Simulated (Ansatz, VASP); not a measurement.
## Two plane-wave programs on NaHF2

```
CELL_PARAMETERS angstrom
1.71312 0.98907 4.57039
-1.71312 0.98907 4.57039
0.00000 -1.97814 4.57039
ATOMIC_POSITIONS crystal
Na 0.00000 0.00000 0.00000
H 0.50000 0.50000 0.50000
F 0.58278 0.58278 0.58278
F 0.41722 0.41722 0.41722
```

Alike in both runs: functional r2SCAN; k mesh 9 × 9 × 9; occupations gaussian, width 0.02 eV; no spin polarisation.

Ansatz relaxed the structure, and its values are those at the end. VASP's run is a single point on that final structure, the one shown.

|  | VASP | Ansatz |
| --- | --- | --- |
| version | VASP 6.6.1 | Ansatz 0.2.0 |
| potentials or method | VASP PAW PBE potentials, release 64 (Na_sv, H, F), cutoff 970 eV | scalar-relativistic, plane waves, PAW |
| valence electrons in the cell | 24 | 24 |

VASP gave:

* gap on the k mesh at the Fermi level (eV): 7.81
* least direct gap on the mesh (eV): 7.90
* pressure (GPa): -0.2
* rms of the force components (eV/Å): 0.027

Task: Which values does Ansatz return?

Result: gap on the k mesh at the Fermi level (eV): 7.82; least direct gap on the mesh (eV): 7.90; pressure (GPa): 0.0; rms of the force components (eV/Å): 0.000.

VASP's potentials were made for PBE, not for r2SCAN. The functional is the same, so the differences come from potentials, cutoffs and numerics.
